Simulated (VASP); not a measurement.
Ni: single point with revPBE+D4

The system is Ni.

```xyz
2
Lattice="2.4480 0.0000 0.0000 -1.2240 2.1201 0.0000 0.0000 0.0000 4.0728" Properties=species:S:1:pos:R:3 pbc="T T T"
Ni    1.2461    0.7002    3.0544
Ni    0.0221    1.4068    1.0180
```

This isn't the form of Ni at room conditions, which is fcc.

This cell differs from its parent crystal: atoms moved at random.

```
Program             : VASP 6.6.1
Task                : single point
Functional          : revPBE
Dispersion          : D4
Potentials or basis : VASP PAW PBE potentials, release 64 (Ni)
Cutoff              : 520 eV
k mesh              : 12 × 12 × 7
Occupations         : methfessel-paxton, width 0.2 eV
Spin                : collinear spin, antiferromagnetic start
Starting moments    : [1.13, -1.14] μB
```

```yaml
Pressure: -1.6 GPa
Band_gap_on_the_k_mesh: zero (filled and empty bands overlap)
Net_moment: 0.00 μB per cell
Site_moments: Ni +0.26, -0.26 μB
Valence_electrons_inside_the_program's_atomic_spheres: Ni 9.36
Dispersion_energy_per_atom: -0.811 eV
```

Stress tensor (GPa, compression positive):
```
-1.05  0.00  0.00
 0.00 -1.05  0.00
 0.00  0.00 -2.71
```

Levels at points of the mesh, in eV from the Fermi level:
Spin up:
```tsv
k point	band 6	band 7	band 8	band 9	band 10	band 11	band 12	band 13	band 14	band 15
(0.00, 0.00, 0.00)	-1.52	-1.52	-1.10	-1.10	-0.39	-0.14	-0.14	6.02	23.14	25.43
(0.50, 0.00, 0.00)	-1.88	-1.56	-0.14	0.03	0.26	1.65	3.58	9.69	10.25	12.79
(0.50, 0.50, 0.00)	-1.88	-1.56	-0.14	0.03	0.26	1.65	3.58	9.69	10.25	12.79
```
Spin down:
```tsv
k point	band 8	band 9	band 10	band 11	band 12	band 13
(0.00, 0.00, 0.00)	-1.10	-1.10	-0.39	-0.14	-0.14	6.02
(0.50, 0.00, 0.00)	-0.14	0.03	0.26	1.65	3.58	9.69
(0.50, 0.50, 0.00)	-0.14	0.03	0.26	1.65	3.58	9.69
```

Run time: 3 min on 1 thread of Intel(R) Xeon(R) Platinum 8259CL CPU @ 2.50GHz (Skylake/Cascade Lake), with other jobs on the host, peak memory 0.22 GiB.

Caveat: the cell differs from its parent crystal (atoms moved at random); the PAW data sets were made with another functional, which shifts forces and pressure a little.
